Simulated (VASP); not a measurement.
A run of VASP 6.6.1 is set up as follows.

File INCAR:

```
  PREC = Accurate
  ENCUT = 520
  EDIFF = 1E-6
  ISMEAR = 0
  SIGMA = 0.1
  LREAL = F
  LASPH = T
  NELM = 100
  ALGO = Normal
  ISIF = 2
  LWAVE = F
  LCHARG = F
  GGA = PE
  NBANDS = 23
```

Contents of KPOINTS:

```
Automatic mesh
0
Gamma
  10 10 10
```

File POSCAR:

```
SiN2
1.0
   -2.3105673506      2.3105673506      4.8925362730
    2.3105673506     -2.3105673506      4.8925362730
    2.3105673506      2.3105673506     -4.8925362730
Si N
2 4
Direct
    0.0000000000      0.0000000000      0.0000000000
    0.7500000000      0.2500000000      0.5000000000
    0.3750000000      0.1250252586      0.2500252586
    0.8750252586      0.6250000000      0.7500252586
    0.8749747414      0.1250000000      0.2499747414
    0.8750000000      0.1249747414      0.7499747414
```

Potentials or basis: VASP PAW PBE potentials, release 64 (Si, N).

Run with:

```console
$ cat potpaw_PBE.64/Si/POTCAR potpaw_PBE.64/N/POTCAR > POTCAR
$ mpirun -np 1 vasp_std > vasp.out
```

Question: What does it give for the pressure?

Answer: -0.3 GPa.

Question: Predict the band gap on the k mesh.

Answer: Zero (band 14 reaches 1.05 eV, above the bottom of band 15 at -0.34 eV).

Stress tensor (GPa, compression positive):
```
-0.20  0.00  0.00
 0.00 -0.20  0.00
 0.00  0.00 -0.44
```
